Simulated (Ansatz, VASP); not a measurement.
**One calculation of BaHfO3, two programs**

Contents of INCAR:

```
  PREC = Accurate
  ENCUT = 520
  EDIFF = 1E-6
  ISMEAR = 0
  SIGMA = 0.05
  LREAL = F
  LASPH = T
  NELM = 60
  ALGO = Normal
  ISIF = 2
  LWAVE = F
  LCHARG = F
  GGA = PS
  NBANDS = 27
```

File KPOINTS:

```
regular mesh
0
Gamma
  6 6 6
```

Contents of POSCAR:

```
BaHfO3
1.0
    4.1023039604      0.0000000000      0.0000000000
    0.0000000000      4.1023039604      0.0000000000
    0.0000000000      0.0000000000      4.3082557672
Ba Hf O
1 1 3
Direct
    0.5000000000      0.5000000000      0.9964249600
    0.0000000000      0.0000000000      0.4978753300
    0.0000000000      0.5000000000      0.4988901400
    0.5000000000      0.0000000000      0.4988901400
    0.0000000000      0.0000000000      0.9979412200
```

Input for Ansatz:

```yaml
crystal:
  lattice:
    - [4.1023039604, 0.0, 0.0]
    - [0.0, 4.1023039604, 0.0]
    - [0.0, 0.0, 4.3082557672]
  atoms:
    - { symbol: Ba, position: [0.5, 0.5, 0.99642496] }
    - { symbol: Hf, position: [0.0, 0.0, 0.49787533] }
    - { symbol: O, position: [0.0, 0.5, 0.49889014] }
    - { symbol: O, position: [0.5, 0.0, 0.49889014] }
    - { symbol: O, position: [0.0, 0.0, 0.99794122] }
basis:
  ecutwfc: 420
kpoints:
  mp_grid: { grid: [6, 6, 6] }
hamiltonian:
  xc: pbesol
scf:
  occupations: { method: gaussian, width: 0.05 }
output:
  forces: true
  stress: true
  eigenvalues: true
  write_density: true
  write_potential: true
  elf: true
  volumetric_format: npy
```

Alike in both runs: task single point; functional PBEsol; k mesh 6 × 6 × 6; occupations gaussian, width 0.05 eV; no spin polarisation.

|  | VASP | Ansatz |
| --- | --- | --- |
| version | VASP 6.6.1 | Ansatz 0.2.0 |
| potentials or method | VASP PAW PBE potentials, release 64 (Ba_sv, Hf_pv, O), cutoff 520 eV | scalar-relativistic, plane waves, PAW |
| valence electrons in the cell | 38 | 54 |

|  | VASP | Ansatz | Ansatz less VASP |
| --- | --- | --- | --- |
| gap on the k mesh at the Fermi level (eV) | 3.34 | 3.42 | +0.082 |
| least direct gap on the mesh (eV) | 3.57 | 3.54 | -0.032 |
| pressure (GPa) | -1.2 | -0.8 | +0.36 |
| traceless stress, the component that is largest in VASP (GPa) | -7.63 | -7.63 | -0.005 |
| rms of the force components (eV/Å) | 0.010 | 0.009 | -0.0006 |

VASP's potentials were made for PBE, not for PBEsol. Atom by atom the forces differ by 0.002 eV/Å (rms over components). With one functional, cell and mesh, what is left measures potentials, basis and numerics. VASP's potentials hold 38 valence electrons a cell and Ansatz's 54, so a difference there can come from the potentials and not from the codes.

Spin-orbit coupling is off throughout.
